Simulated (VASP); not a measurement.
Crystal: WS2.

```xyz
3
Lattice="0.0000 3.3889 3.3889 3.3889 0.0000 3.3889 3.3889 3.3889 0.0000" Properties=species:S:1:pos:R:3 pbc="T T T"
W     0.0000    0.0000    0.0000
S     1.6944    1.6944    1.6944
S     5.0833    5.0833    5.0833
```

| Item | Value |
| --- | --- |
| Program | VASP 6.6.1 |
| Task | relaxation of cell and atoms |
| Functional | PBE |
| Potentials or basis | VASP PAW PBE potentials, release 64 (W_sv, S) |
| Cutoff | 600 eV |
| k mesh | 6 × 6 × 6 |
| Occupations | fermi-dirac, width 0.02 eV |
| Spin | no spin polarisation |

At the start: pressure -24.4 GPa; volume 25.95 Å³/atom.

Task: Where does the relaxation end?

Result: Over 7 steps the energy falls by 1037.4 meV/atom and the volume is 16.89 Å³/atom (-34.9 %); space group Fm-3m (No. 225, to 0.1 Å) before and after.

Step by step:
| step | energy change (eV) | largest force (eV/Å) | pressure (GPa) | volume (Å³) |
| --- | --- | --- | --- | --- |
| 1 | 0.0000 | 0.0000 | -24.40 | 77.84 |
| 2 | -1.9035 | 0.0000 | 49.63 | 41.27 |
| 3 | -3.1088 | 0.0000 | -1.79 | 51.27 |
| 4 | -3.1121 | 0.0000 | -0.46 | 50.81 |
| 5 | -3.1114 | 0.0000 | 0.95 | 50.35 |
| 6 | -3.1110 | 0.0000 | -1.12 | 51.03 |
| 7 | -3.1123 | 0.0000 | 0.00 | 50.66 |

Final structure:
```
W S
1.0
     0.00000    2.93674    2.93674
     2.93674    0.00000    2.93674
     2.93674    2.93674    0.00000
W S
1 2
Cartesian
  0.0000 0.0000 0.0000
  1.4684 1.4684 1.4684
  4.4051 4.4051 4.4051
```

Caveat: the volume moved by over 15 % at a fixed basis, so the end points are rough.
